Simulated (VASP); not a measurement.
# H7C16Cl in VASP: further runs, part 2 of 2

VASP 6.6.1. The steps go on from the part before.

### 3 Single point, LDA

INCAR reads:

```
PREC = Accurate
ENCUT = 520
EDIFF = 1E-6
ISMEAR = 0
SIGMA = 0.02
LREAL = Auto
LASPH = T
NELM = 80
ALGO = Normal
ISIF = 2
LWAVE = F
LCHARG = F
NBANDS = 57
```

KPOINTS reads:

```
regular mesh
0
Gamma
  3 3 1
```

POSCAR reads:

```
H7C16Cl
1.0
    5.0487420000      0.0000000000      0.0000000000
    2.5243710000      4.3723390000      0.0000000000
    0.0000000000      0.0000000000     16.7764260000
H C Cl
7 16 1
Direct
    0.1666666800      0.1666666700      0.0596074500
    0.6666667300      0.1666666700      0.0596074500
    0.1666666900      0.6666667000      0.0596074500
    0.6666667300      0.6666667000      0.0596074500
    0.5004262889     -0.0008576975      0.3418345393
   -0.0009593199      0.5004695917      0.3418330868
    0.5004013690      0.5004622500      0.3418323234
    0.1666666800      0.1666666700      0.1251756500
    0.6666667300      0.1666666700      0.1251756500
    0.1666666900      0.6666667000      0.1251756500
    0.6666667300      0.6666667000      0.1251756500
   -0.1666666700      0.3333333500      0.1558904800
    0.3333333700      0.3333333500      0.1558904800
   -0.1666666600      0.8333333700      0.1558904800
    0.3333333800      0.8333333700      0.1558904800
   -0.1674398080      0.3347941279      0.2474514097
    0.3333028909      0.3333560344      0.2470378099
   -0.1674360629      0.8326561072      0.2474527613
    0.3347337105      0.8326375283      0.2474578016
   -0.0000385942      0.0000280588      0.2755951731
    0.4997615846      0.0003947563      0.2758662003
    0.0002954092      0.4998581844      0.2758632902
    0.4997620507      0.4998600609      0.2758647322
    0.9999069743      1.0000565605      0.3841385517
```

Potentials or basis: VASP PAW LDA potentials, release 64 (H, C, Cl).

The run is started by

```bash
$ cat potpaw_LDA.64/H/POTCAR potpaw_LDA.64/C/POTCAR potpaw_LDA.64/Cl/POTCAR > POTCAR
$ mpirun -np 1 vasp_std > vasp.out
```

OUTCAR:

```text
PREC = Accurate
   ENCUT = 520
   EDIFF = 1E-6
   ISMEAR = 0
   LREAL = Auto
   LASPH = T
   NELM = 80
   ISIF = 2

 ion  position               nearest neighbor table
   1  0.167  0.167  0.060-   8 1.10
   2  0.667  0.167  0.060-   9 1.10
   3  0.167  0.667  0.060-  10 1.10
   4  0.667  0.667  0.060-  11 1.10
   5  0.500  0.999  0.342-  21 1.11
   6  0.999  0.500  0.342-  22 1.11
   7  0.500  0.500  0.342-  23 1.11
   8  0.167  0.167  0.125-   1 1.10  15 1.55  12 1.55  13 1.55
   9  0.667  0.167  0.125-   2 1.10  12 1.55  14 1.55  13 1.55
  10  0.167  0.667  0.125-   3 1.10  14 1.55  13 1.55  15 1.55
  11  0.667  0.667  0.125-   4 1.10  14 1.55  15 1.55  12 1.55
  12  0.833  0.333  0.156-  16 1.54   9 1.55   8 1.55  11 1.55
  13  0.333  0.333  0.156-  17 1.53  10 1.55   9 1.55   8 1.55
[... 8 lines left out ...]
  22  0.000  0.500  0.276-   6 1.11  18 1.53  16 1.53  17 1.53
  23  0.500  0.500  0.276-   7 1.11  19 1.53  16 1.53  17 1.53
  24  1.000  0.000  0.384-  20 1.82

  LATTYP: Found a hexagonal cell.
 ALAT       =     5.0487421480
 C/A-ratio  =     3.3228922192

  Lattice vectors:

 A1 = (  -2.5243710000,  -4.3723390000,   0.0000000000)
 A2 = (   5.0487420000,   0.0000000000,   0.0000000000)
 A3 = (   0.0000000000,   0.0000000000,  16.7764260000)

Analysis of symmetry for initial positions (statically):
=====================================================================
 Subroutine PRICEL returns:
 Original cell was already a primitive cell.

 Routine SETGRP: Setting up the symmetry group for a
 hexagonal supercell.

 Subroutine GETGRP returns: Found  1 space group operations
 (whereof  1 operations were pure point group operations)
 out of a pool of 24 trial point group operations.

The static configuration has the point symmetry C_1 .

Analysis of symmetry for dynamics (positions and initial velocities):
=====================================================================
[... 158 lines left out ...]
   LORBIT       =      0    0 simple, 1 ext, 2 COOP (PROOUT), +10 PAW based schemes
   GGA     = CA    functional components
   LHFCALC =     F    Hartree Fock is set to
   AEXX    =    0.0000 exact exchange contribution
   IVDW    =     0    specifies the selected vdW correction
   LEPSILON=     F    determine dielectric tensor
   LRPA    =     F    only Hartree local field effects (RPA)
 non-spin polarized calculation
 Gauss-broadening in eV      SIGMA  =   0.02
  energy-cutoff  :      520.00
  volume of cell :      370.34
 maximum number of plane-waves:      9984
 NGX is ok and might be reduce to    40
   NGX = 19   NGY = 19   NGZ = 63

 number of electron      77.9999997 magnetization

 Free energy of the ion-electron system (eV)
  ---------------------------------------------------
  ext. energy  EPLUGINS =         0.00000000
  ---------------------------------------------------
  free energy    TOTEN  =      -190.37874401 eV

  energy without entropy =     -190.37874401  energy(sigma->0) =     -190.37874401

 E-fermi :  -0.5381     XC(G=0):  -5.3967

 val. band max:       -0.7106209680   @ k =   0.0000   0.0000   0.0000
 cond. band min:       2.6153893511   @ k =   0.0000   0.0000   0.0000
 fundamental gap:      3.3260103190
 Fermi energy:        -0.5381439896

 k-point     1 :       0.0000    0.0000    0.0000
  band No.  band energies     occupation
      1     -20.4308      2.00000
      2     -18.0043      2.00000
      3     -16.2572      2.00000
      4     -15.1153      2.00000
      5     -15.1150      2.00000
      6     -14.9344      2.00000
[... 259 lines left out ...]
     50       7.0630      0.00000
     51       7.0943      0.00000
 [bands above 51 left out]

------------------------ aborting loop because EDIFF is reached ----------------------------------------

  FORCE on cell =-STRESS in cart. coord.  units (eV):
  Direction    XX          YY          ZZ          XY          YZ          ZX
  --------------------------------------------------------------------------------------
  -------------------------------------------------------------------------------------
  Total       -6.4794658     -6.4761512     -0.6687388      0.0023881     -0.0104988      0.0128811
  in kB      -28.0319516    -28.0176118     -2.8931479      0.0103317     -0.0454206      0.0557272
  external PRESSURE =     -19.6475704 kB  Pullay stress =       0.0000000 kB

 VOLUME and BASIS-vectors are now :
 -----------------------------------------------------------------------------
  energy-cutoff  :      520.00
  volume of cell :      370.34
      direct lattice vectors                 reciprocal lattice vectors
     5.048742000  0.000000000  0.000000000     0.198069143 -0.114355268  0.000000000
     2.524371000  4.372339000  0.000000000     0.000000000  0.228710537  0.000000000
     0.000000000  0.000000000 16.776426000     0.000000000  0.000000000  0.059607452

 POSITION                                       TOTAL-FORCE (eV/Angst)
 -----------------------------------------------------------------------------------
      1.26219      0.72872      1.00000        -0.005698     -0.003110     -0.337826
      3.78656      0.72872      1.00000         0.005425     -0.003110     -0.337900
      2.52437      2.91489      1.00000        -0.000120      0.006532     -0.337835
      5.04874      2.91489      1.00000        -0.000115      0.000099     -0.307037
      5.04873      4.36859      5.73476        -0.000593      0.000646      0.055117
      6.30727      2.18822      5.73474         0.000939     -0.000194      0.054372
[... 16 lines left out ...]
      3.78500      2.18556      4.62802        -0.000804     -0.004933      0.011077
      5.04842      0.00025      6.44447         0.000991     -0.000640     -0.041397
 -----------------------------------------------------------------------------------
    total drift:                                0.000434     -0.000373     -0.031606

  FREE ENERGIE OF THE ION-ELECTRON SYSTEM (eV)
  ---------------------------------------------------
  free  energy   TOTEN  =      -190.3787440080 eV

  energy  without entropy=     -190.3787440080  energy(sigma->0) =     -190.37874401
```

stdout:

```text
POSCAR found type information on POSCAR H C Cl
 POSCAR found :  3 types and      24 ions
 scaLAPACK will be used
 LDA part: xc-table for (Slater(with rela. corr.)+CA(PZ))
 , standard interpolation
 POSCAR, INCAR and KPOINTS ok, starting setup
 FFT: planning ... GRIDC
 FFT: planning ... GRID_SOFT
 FFT: planning ... GRID
 WAVECAR not read
 entering main loop
```

It took 3 min on 1 thread of AMD EPYC 7R13 (Zen 3), shared host; peak memory 0.35 GiB.

What came out:

| Item | Value |
| --- | --- |
| Free energy | -190.3787 eV |
| Largest force | 1.620 eV/Å |
| Band gap on the k mesh | 3.33 eV, direct |

Forces in eV/Å, atoms in the order of the input:
```
H   -0.006 -0.003 -0.338
H    0.005 -0.003 -0.338
H    0.000  0.007 -0.338
H    0.000  0.000 -0.307
H   -0.001  0.001  0.055
H    0.001  0.000  0.054
H    0.000  0.000  0.056
C    0.030  0.017  1.445
C   -0.030  0.017  1.444
C    0.000 -0.035  1.445
C    0.000  0.000  1.620
C   -0.002 -0.197 -1.239
C   -0.001  0.001 -1.247
C    0.170  0.100 -1.238
C   -0.172  0.100 -1.237
C    0.003 -0.007  0.021
C   -0.004  0.002  0.018
C    0.007  0.001  0.020
C   -0.007  0.005  0.017
C   -0.002  0.001  0.097
C    0.004  0.002  0.011
C    0.004 -0.003  0.011
C   -0.001 -0.005  0.011
Cl   0.001 -0.001 -0.041
```

Levels at points of the mesh, in eV from the valence-band top:
| k point | band 35 | band 36 | band 37 | band 38 | band 39 | band 40 | band 41 | band 42 | band 43 | band 44 |
| --- | --- | --- | --- | --- | --- | --- | --- | --- | --- | --- |
| (0.00, 0.00, 0.00) | -1.92 | -1.50 | -1.49 | 0.00 | 0.00 | 3.33 | 3.88 | 4.85 | 5.66 | 6.11 |

Caveat: the k points lie up to 0.48 Å⁻¹ apart.
